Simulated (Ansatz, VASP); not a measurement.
One calculation of Ta2Ga, two programs

```
Ta Ga
1.0
     4.71057    0.00000    0.00000
    -2.35528    4.07947    0.00000
     0.00000    0.00000    2.76919
Ta Ga
2 1
Direct
  0.33333 0.66667 0.50000
  0.66667 0.33333 0.50000
  0.00000 0.00000 0.00000
```

Alike in both runs: functional PBE; k mesh 6 × 6 × 6; occupations gaussian, width 0.1 eV; no spin polarisation.

Ansatz relaxed the structure, and its values are those at the end. VASP's run is a single point on that final structure, the one shown.

|  | VASP | Ansatz |
| --- | --- | --- |
| version | VASP 6.6.1 | Ansatz 0.2.0 |
| potentials or method | VASP PAW PBE potentials, release 64 (Ta_pv, Ga_d), cutoff 520 eV | scalar-relativistic, plane waves, PAW |
| valence electrons in the cell | 35 | 39 |

Ansatz gave:

```
gap on the k mesh at the Fermi level (eV) : none
pressure (GPa)                            : 0.1
```

Question: Which values does VASP return?

Answer: gap on the k mesh at the Fermi level (eV): none; pressure (GPa): 0.3.

A gap of «none» marks a metal or a gap that the smearing closes. With one functional, cell and mesh, what is left measures potentials, basis and numerics. VASP's potentials hold 35 valence electrons a cell and Ansatz's 39, so a difference there can come from the potentials and not from the codes.

The k mesh is coarse, so the values compare programs but aren't converged. Spin-orbit coupling is off throughout.
